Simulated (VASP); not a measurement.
# AlN (I4/mmm) in VASP: further runs

The runs below take AlN through electric field gradients, with LDA.

All numbers are computed with VASP 6.6.1; they aren't measurements. Logs are shortened: lines on timing, memory, paths and dates and some standing lists are left out, and cuts for length are marked.

## 1. The cell of the first run

Symmetry: I4/mmm, No. 139, tetragonal system. Conventional cell: a = 2.881 Å, b = 2.881 Å, c = 3.956 Å, α = 90.00°, β = 90.00°, γ = 90.00°. Al (site symmetry 4/mmm) has 6 N at 1.98 to 2.04 Å within 2.6 Å. N (site symmetry 4/mmm) has 6 Al at 1.98 to 2.04 Å within 2.6 Å.

## 2. Electric field gradients, LDA (equal xx and yy strain of +3 %)

Input file INCAR:

```
PREC = Accurate ; ENCUT = 520
EDIFF = 1E-8 ; ISMEAR = -1
SIGMA = 0.02 ; LREAL = F
LASPH = T ; NELM = 80
ALGO = Normal ; ISIF = 2
LWAVE = F ; LCHARG = F
GGA = CA ; LEFG = T
NBANDS = 11
```

Input file KPOINTS:

```
Automatic mesh
0
Gamma
  10 10 10
```

Input file POSCAR:

```
AlN
1.0
    0.0000000000      2.0373400000      1.9780000000
    2.0373400000      0.0000000000      1.9780000000
    2.0373400000      2.0373400000      0.0000000000
Al N
1 1
Direct
    0.0000000000      0.0000000000      0.0000000000
    0.5000000000      0.5000000000      0.5000000000
```

Potentials or basis: VASP PAW LDA potentials, release 64 (Al, N).

Run with:

```bash
$ cat potpaw_LDA.64/Al/POTCAR potpaw_LDA.64/N/POTCAR > POTCAR
$ mpirun -np 1 vasp_std > vasp.out
```

OUTCAR:

```text
PREC = Accurate
   ENCUT = 520
   EDIFF = 1E-8
   ISMEAR = -1
   LREAL = F
   LASPH = T
   NELM = 80
   ISIF = 2
   GGA = CA

 ion  position               nearest neighbor table
   1  0.000  0.000  0.000-   2 1.98   2 1.98   2 2.04   2 2.04   2 2.04   2 2.04
   2  0.500  0.500  0.500-   1 1.98   1 1.98   1 2.04   1 2.04   1 2.04   1 2.04

  LATTYP: Found a body centered tetragonal cell.
 ALAT       =     2.8812338592
 C/A-ratio  =     1.3730228761

  Lattice vectors:

 A1 = (   0.0000000000,  -2.0373400000,  -1.9780000000)
 A2 = (   0.0000000000,   2.0373400000,  -1.9780000000)
 A3 = (   2.0373400000,   0.0000000000,   1.9780000000)

Analysis of symmetry for initial positions (statically):
=====================================================================
 Subroutine PRICEL returns:
 Original cell was already a primitive cell.

 Routine SETGRP: Setting up the symmetry group for a
 body centered tetragonal supercell.

 Subroutine GETGRP returns: Found 16 space group operations
 (whereof 16 operations were pure point group operations)
 out of a pool of 16 trial point group operations.

The static configuration has the point symmetry D_4h.

Analysis of symmetry for dynamics (positions and initial velocities):
=====================================================================
 Subroutine PRICEL returns:
 Original cell was already a primitive cell.

 Routine SETGRP: Setting up the symmetry group for a
 body centered tetragonal supercell.

 Subroutine GETGRP returns: Found 16 space group operations
 (whereof 16 operations were pure point group operations)
 out of a pool of 16 trial point group operations.

The dynamic configuration has the point symmetry D_4h.

 Subroutine INISYM returns: Found 16 space group operations
 (whereof 16 operations are pure point group operations),
 and found     1 'primitive' translations

----------------------------------------------------------------------------------------

                                     Primitive cell

  volume of cell :      16.4204

  direct lattice vectors                    reciprocal lattice vectors
     0.000000000  2.037340000  1.978000000    -0.245418045  0.245418045  0.252780586
     2.037340000  0.000000000  1.978000000     0.245418045 -0.245418045  0.252780586
     2.037340000  2.037340000  0.000000000     0.245418045  0.245418045 -0.252780586

  length of vectors
     2.839584173  2.839584173  2.881233859     0.429369373  0.429369373  0.429369373

  position of ions in fractional coordinates (direct lattice)
     0.000000000  0.000000000  0.000000000
     0.500000000  0.500000000  0.500000000

  ion indices of the primitive-cell ions
   primitive index   ion index
                 1           1
                 2           2

----------------------------------------------------------------------------------------

 KPOINTS: Automatic mesh

Automatic generation of k-mesh.
 Grid dimensions read from file:
 generate k-points for:   10   10   10

 Generating k-lattice:

  Cartesian coordinates                     Fractional coordinates (reciprocal lattice)
    -0.024541805  0.024541805  0.025278059     0.100000000  0.000000000  0.000000000
     0.024541805 -0.024541805  0.025278059     0.000000000  0.100000000  0.000000000
     0.024541805  0.024541805 -0.025278059    -0.000000000 -0.000000000  0.100000000

  Length of vectors
     0.042936937  0.042936937  0.042936937

  Shift w.r.t. Gamma in fractional coordinates (k-lattice)
     0.000000000  0.000000000  0.000000000

 Subroutine IBZKPT returns following result:
 ===========================================

 Found    102 irreducible k-points:

 Following reciprocal coordinates:
            Coordinates               Weight
  0.000000  0.000000  0.000000      1.000000
  0.100000  0.000000  0.000000      8.000000
  0.200000  0.000000  0.000000      8.000000
  0.300000 -0.000000  0.000000      8.000000
  0.400000 -0.000000  0.000000      8.000000
  0.500000  0.000000  0.000000      4.000000
[... 16 lines left out ...]
  0.300000  0.300000  0.000000      2.000000
  0.400000  0.300000  0.000000      8.000000
 [... further k-points ...]
   k-points           NKPTS =    102   k-points in BZ     NKDIM =    102   number of bands    NBANDS=     11
   number of dos      NEDOS =    301   number of ions     NIONS =      2
   total plane-waves  NPLWV =  13824
   dimension x,y,z NGX =    24 NGY =   24 NGZ =   24
   dimension x,y,z NGXF=    48 NGYF=   48 NGZF=   48
   ions per type =               1   1
   NGX,Y,Z   is equivalent  to a cutoff of  14.05, 14.05, 13.85 a.u.
   NGXF,Y,Z  is equivalent  to a cutoff of  28.10, 28.10, 27.70 a.u.
 SYSTEM =  unknown system
   PREC   = accura    normal or accurate (medium, high low for compatibility)
   ISTART =      0    job   : 0-new  1-cont  2-samecut
   ICHARG =      2    charge: 1-file 2-atom 10-const
   ISPIN  =      1    spin polarized calculation?
   LNONCOLLINEAR =      F non collinear calculations
   LSORBIT =      F    spin-orbit coupling
   LASPH  =      T    aspherical Exc in radial PAW
   ENCUT  =  520.0 eV  38.22 Ry    6.18 a.u.   5.28  5.28  5.36*2*pi/ulx,y,z
   NELM   =     80;   NELMIN=  2; NELMDL= -5     # of ELM steps
   EDIFF  = 0.1E-07   stopping-criterion for ELM
   LREAL  =      F    real-space projection
   EDIFFG = 0.1E-06   stopping-criterion for IOM
   NSW    =      0    number of steps for IOM
   IBRION =     -1    ionic relax: 0-MD 1-quasi-New 2-CG
   NFREE  =      0    steps in history (QN), initial steepest desc. (CG)
   ISIF   =      2    stress and relaxation
   ISYM   =      2    0-nonsym 1-usesym 2-fastsym
   POTIM  = 0.5000    time-step for ionic-motion
   TEBEG  =    0.0;   TEEND  =   0.0 temperature during run
   PSTRESS=    0.0 pullay stress
   NELECT =       8.0000    total number of electrons
   NUPDOWN=      -1.0000    fix difference up-down
   EMIN   =  10.00;   EMAX   =-10.00  energy-range for DOS
   EFERMI =   0.00;   METHOD = LEGACY
   ISMEAR =    -1;   SIGMA  =   0.02  broadening in eV -4-tet -1-fermi 0-gaus
   EFERMI_NEDOS =   21; number of points for ismear=-14 and -15
   IALGO  =     38    algorithm
   IMIX   =      4    mixing-type and parameters
     AMIX     =   0.40;   BMIX     =  1.00
     AMIX_MAG =   1.60;   BMIX_MAG =  1.00
  volume/ion in A,a.u.               =       8.21        55.41
  Fermi-wavevector in a.u.,A,eV,Ry     =   1.288181  2.434310 22.577665  1.659412
  Thomas-Fermi vector in A             =   2.420151
   LORBIT       =      0    0 simple, 1 ext, 2 COOP (PROOUT), +10 PAW based schemes
   GGA     = CA    functional components
   LHFCALC =     F    Hartree Fock is set to
   AEXX    =    0.0000 exact exchange contribution
   IVDW    =     0    specifies the selected vdW correction
   LEPSILON=     F    determine dielectric tensor
   LRPA    =     F    only Hartree local field effects (RPA)
 non-spin polarized calculation
  energy-cutoff  :      520.00
  volume of cell :       16.42
 maximum number of plane-waves:       455
 NGX is ok and might be reduce to    24
   NGX = 11   NGY = 11   NGZ = 11

 number of electron       8.0000000 magnetization

 Free energy of the ion-electron system (eV)
  ---------------------------------------------------
  ext. energy  EPLUGINS =         0.00000000
  ---------------------------------------------------
  free energy    TOTEN  =       -16.21884864 eV

  energy without entropy =      -16.21884864  energy(sigma->0) =      -16.21884864

 E-fermi :  10.3198     XC(G=0): -12.6022

 val. band max:        9.8640546801   @ k =   0.0000   0.0000   0.0000
 cond. band min:      14.1419984490   @ k =   0.5000   0.5000   0.0000
 fundamental gap:      4.2779437689
 Fermi energy:        10.3197604790

 k-point     1 :       0.0000    0.0000    0.0000
  band No.  band energies     occupation
      1      -7.6752      2.00000
      2       9.6413      2.00000
      3       9.8641      2.00000
      4       9.8641      2.00000
      5      15.6398      0.00000
      6      21.7146      0.00000
      7      21.7146      0.00000
      8      22.1086      0.00000
      9      26.9854      0.00000
     10      27.0894      0.00000
     11      27.9833      0.00000
[... 309 lines left out ...]
 k-point    24 :       0.4000    0.3000    0.0000
  band No.  band energies     occupation
      1      -4.4755      2.00000
      2       3.9438      2.00000
      3       6.9066      2.00000
      4       7.3664      2.00000
      5      15.7544      0.00000
      6      16.4730      0.00000
      7      22.1654      0.00000
      8      25.0171      0.00000
      9      25.8356      0.00000
     10      31.3219      0.00000
     11      34.4999      0.00000

 [... further k-points ...]
[... 5 lines left out ...]
  --------------------------------------------------------------------------------------
  -------------------------------------------------------------------------------------
  Total       -0.6808416     -0.6808416      0.2252841      0.0000000      0.0000000      0.0000000
  in kB      -66.4313960    -66.4313960     21.9815286      0.0000000      0.0000000      0.0000000
  external PRESSURE =     -36.9604211 kB  Pullay stress =       0.0000000 kB

 VOLUME and BASIS-vectors are now :
 -----------------------------------------------------------------------------
  energy-cutoff  :      520.00
  volume of cell :       16.42
      direct lattice vectors                 reciprocal lattice vectors
     0.000000000  2.037340000  1.978000000    -0.245418045  0.245418045  0.252780586
     2.037340000  0.000000000  1.978000000     0.245418045 -0.245418045  0.252780586
     2.037340000  2.037340000  0.000000000     0.245418045  0.245418045 -0.252780586

 POSITION                                       TOTAL-FORCE (eV/Angst)
 -----------------------------------------------------------------------------------
      0.00000      0.00000      0.00000         0.000000     -0.000000      0.000000
      2.03734      2.03734      1.97800         0.000000      0.000000     -0.000000
 -----------------------------------------------------------------------------------
    total drift:                               -0.000000     -0.000000      0.000000

  FREE ENERGIE OF THE ION-ELECTRON SYSTEM (eV)
  ---------------------------------------------------
  free  energy   TOTEN  =       -16.2188486358 eV

  energy  without entropy=      -16.2188486358  energy(sigma->0) =      -16.21884864

 Electric field gradients (V/A^2)
---------------------------------------------------------------------
 ion       V_xx      V_yy      V_zz      V_xy      V_xz      V_yz
---------------------------------------------------------------------
   1       5.860     5.860   -11.719    -0.000     0.000     0.000
   2       1.812     1.812    -3.625     0.000     0.001     0.001
---------------------------------------------------------------------

 Electric field gradients after diagonalization (V/A^2)
 (convention: |V_zz| > |V_xx| > |V_yy|)
----------------------------------------------------------------------
 ion       V_xx      V_yy      V_zz     asymmetry (V_yy - V_xx)/ V_zz
----------------------------------------------------------------------
   1       5.860     5.860   -11.719       0.000
   2       1.813     1.812    -3.625       0.000
----------------------------------------------------------------------

           NMR quadrupolar parameters

 Cq : quadrupolar parameter    Cq=e*Q*V_zz/h
 eta: asymmetry parameters     (V_yy - V_xx)/ V_zz
 Q  : nuclear electric quadrupole moment in mb (millibarn)
----------------------------------------------------------------------
 ion       Cq(MHz)       eta       Q (mb)
----------------------------------------------------------------------
   1      -0.028       0.000       1.000
   2      -0.009       0.000       1.000
----------------------------------------------------------------------
```

It took 21 s on 1 thread of Intel Xeon 8259CL, shared host; peak memory 0.13 GiB.

Results:

```yaml
Free_energy: -16.2188 eV
Pressure: -3.7 GPa
Band_gap_on_the_k_mesh: 4.28 eV, indirect (least direct gap 5.78 eV)
```

Electric field gradients, principal values (V/Å²):
```
atom  least  middle  greatest (by size)
1 Al  5.860   5.860             -11.719
 2 N  1.812   1.813              -3.625
```

Caveat: the cell differs from its parent crystal (equal xx and yy strain of +3 %); without QUAD_EFG the Cq values of the log hold for a quadrupole moment of 1 mb, not for the nuclei.

## 3. Electric field gradients, LDA (equal xx and yy strain of +3 %)

Input file INCAR:

```
SYSTEM = AlN
ALGO     = Normal         ! electronic algorithm
EDIFF    = 1E-8           ! SCF threshold, eV
ENCUT    = 520            ! plane-wave cutoff, eV
GGA      = CA             ! functional
ISIF     = 2              ! what is computed and relaxed
ISMEAR   = -1             ! smearing method
LASPH    = .TRUE.         ! aspherical terms in the spheres
LCHARG   = .FALSE.        ! write CHGCAR
LEFG     = .TRUE.       
LREAL    = .FALSE.        ! projectors in reciprocal space
LWAVE    = .FALSE.        ! write WAVECAR
NBANDS   = 11             ! bands
NELM     = 100            ! most SCF steps
PREC     = Accurate       ! precision mode
SIGMA    = 0.02           ! smearing width, eV
```

Input file KPOINTS:

```
k-points
0
G
  10 10 10
  0 0 0
```

POSCAR is that of step 2.

Potentials or basis: VASP PAW LDA potentials, release 64 (Al, N).

Run with:

```bash
$ cat potpaw_LDA.64/Al/POTCAR potpaw_LDA.64/N/POTCAR > POTCAR
$ mpirun -np 1 vasp_std > vasp.out
```

OUTCAR:

```text
SYSTEM = AlN
   EDIFF = 1E-8
   ENCUT = 520
   GGA = CA
   ISIF = 2
   ISMEAR = -1
   LASPH = .TRUE.
   LREAL = .FALSE.
   NELM = 100
   PREC = Accurate

 ion  position               nearest neighbor table
   1  0.000  0.000  0.000-   2 1.98   2 1.98   2 2.04   2 2.04   2 2.04   2 2.04
   2  0.500  0.500  0.500-   1 1.98   1 1.98   1 2.04   1 2.04   1 2.04   1 2.04

  LATTYP: Found a body centered tetragonal cell.
 ALAT       =     2.8812338592
 C/A-ratio  =     1.3730228761

  Lattice vectors:

 A1 = (   0.0000000000,  -2.0373400000,  -1.9780000000)
 A2 = (   0.0000000000,   2.0373400000,  -1.9780000000)
 A3 = (   2.0373400000,   0.0000000000,   1.9780000000)

Analysis of symmetry for initial positions (statically):
=====================================================================
 Subroutine PRICEL returns:
 Original cell was already a primitive cell.

 Routine SETGRP: Setting up the symmetry group for a
[... 525 lines left out ...]
  energy-cutoff  :      520.00
  volume of cell :       16.42
      direct lattice vectors                 reciprocal lattice vectors
     0.000000000  2.037340000  1.978000000    -0.245418045  0.245418045  0.252780586
     2.037340000  0.000000000  1.978000000     0.245418045 -0.245418045  0.252780586
     2.037340000  2.037340000  0.000000000     0.245418045  0.245418045 -0.252780586

 POSITION                                       TOTAL-FORCE (eV/Angst)
 -----------------------------------------------------------------------------------
      0.00000      0.00000      0.00000         0.000000     -0.000000      0.000000
      2.03734      2.03734      1.97800         0.000000      0.000000     -0.000000
 -----------------------------------------------------------------------------------
    total drift:                               -0.000000     -0.000000      0.000000

  FREE ENERGIE OF THE ION-ELECTRON SYSTEM (eV)
  ---------------------------------------------------
  free  energy   TOTEN  =       -16.2188486358 eV

  energy  without entropy=      -16.2188486358  energy(sigma->0) =      -16.21884864

 Electric field gradients (V/A^2)
---------------------------------------------------------------------
 ion       V_xx      V_yy      V_zz      V_xy      V_xz      V_yz
---------------------------------------------------------------------
   1       5.860     5.860   -11.719    -0.000     0.000     0.000
   2       1.812     1.812    -3.625     0.000     0.001     0.001
---------------------------------------------------------------------

 Electric field gradients after diagonalization (V/A^2)
 (convention: |V_zz| > |V_xx| > |V_yy|)
----------------------------------------------------------------------
 ion       V_xx      V_yy      V_zz     asymmetry (V_yy - V_xx)/ V_zz
----------------------------------------------------------------------
   1       5.860     5.860   -11.719       0.000
   2       1.813     1.812    -3.625       0.000
----------------------------------------------------------------------

           NMR quadrupolar parameters

 Cq : quadrupolar parameter    Cq=e*Q*V_zz/h
 eta: asymmetry parameters     (V_yy - V_xx)/ V_zz
 Q  : nuclear electric quadrupole moment in mb (millibarn)
----------------------------------------------------------------------
 ion       Cq(MHz)       eta       Q (mb)
----------------------------------------------------------------------
   1      -0.028       0.000       1.000
   2      -0.009       0.000       1.000
----------------------------------------------------------------------
```

stdout:

```text
POSCAR found type information on POSCAR AlN
 POSCAR found :  2 types and       2 ions
 scaLAPACK will be used
 LDA part: xc-table for (Slater(with rela. corr.)+CA(PZ))
 , standard interpolation
 POSCAR, INCAR and KPOINTS ok, starting setup
 FFT: planning ... GRIDC
 FFT: planning ... GRID_SOFT
 FFT: planning ... GRID
 WAVECAR not read
 entering main loop
ion   1

ion   2
```

Wall time 21 s (1 thread of Intel Xeon 8259CL, shared host); peak memory 0.13 GiB.

What came out:

* Free energy: -16.2188 eV
* Pressure: -3.7 GPa
* Band gap on the k mesh: 4.28 eV, indirect (least direct gap 5.78 eV)

Levels at points of the mesh, in eV from the valence-band top:
| k point | band 1 | band 2 | band 3 | band 4 | band 5 | band 6 | band 7 | band 8 | band 9 |
| --- | --- | --- | --- | --- | --- | --- | --- | --- | --- |
| (0.00, 0.00, 0.00) | -17.54 | -0.22 | 0.00 | 0.00 | 5.78 | 11.85 | 11.85 | 12.24 | 17.12 |
| (0.50, 0.00, 0.00) | -14.17 | -8.46 | -1.23 | -1.11 | 6.07 | 10.45 | 11.18 | 13.13 | 15.88 |
| (0.50, 0.50, 0.00) | -12.99 | -7.43 | -3.05 | -3.05 | 4.28 | 4.92 | 14.15 | 16.81 | 16.81 |
| (0.50, 0.00, 0.50) | -13.24 | -7.57 | -3.02 | -2.64 | 4.55 | 5.22 | 13.77 | 16.63 | 17.62 |

Electric field gradients, principal values (V/Å²):
```csv
atom,least,middle,greatest (by size)
1 Al,5.860,5.860,-11.719
2 N,1.812,1.813,-3.625
```

Caveat: the cell differs from its parent crystal (equal xx and yy strain of +3 %); without QUAD_EFG the Cq values of the log hold for a quadrupole moment of 1 mb, not for the nuclei. A k mesh can miss the band edges.
